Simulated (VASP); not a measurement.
Here is a VASP 6.6.1 calculation.

File INCAR:

```
PREC = Accurate ; ENCUT = 520
EDIFF = 1E-6 ; ISMEAR = 0
SIGMA = 0.02 ; LREAL = F
LASPH = T ; NELM = 100
ALGO = Normal ; ISIF = 2
LWAVE = F ; LCHARG = T
GGA = PS ; LELF = T
LVHAR = T ; NBANDS = 16
```

KPOINTS

```
Automatic mesh
0
Gamma
  8 8 8
```

Contents of POSCAR:

```
CdS
1.0
    0.0000000000      2.9119467844      2.9119467844
    2.9119467844      0.0000000000      2.9119467844
    2.9119467844      2.9119467844      0.0000000000
Cd S
1 1
Direct
    0.0000000000      0.0000000000      0.0000000000
    0.2500000000      0.2500000000      0.2500000000
```

Potentials or basis: VASP PAW PBE potentials, release 64 (Cd, S).

The run is started by

```bash
$ cat potpaw_PBE.64/Cd/POTCAR potpaw_PBE.64/S/POTCAR > POTCAR
$ mpirun -np 1 vasp_std > vasp.out
```

What does it give for the pressure?

0.4 GPa.

Estimate the band gap on the k mesh.

1.02 eV, direct.

Caveat: the PAW data sets were made with another functional, which shifts forces and pressure a little. Expect the measured gap to be larger: semilocal functionals such as PBEsol lack the derivative discontinuity.
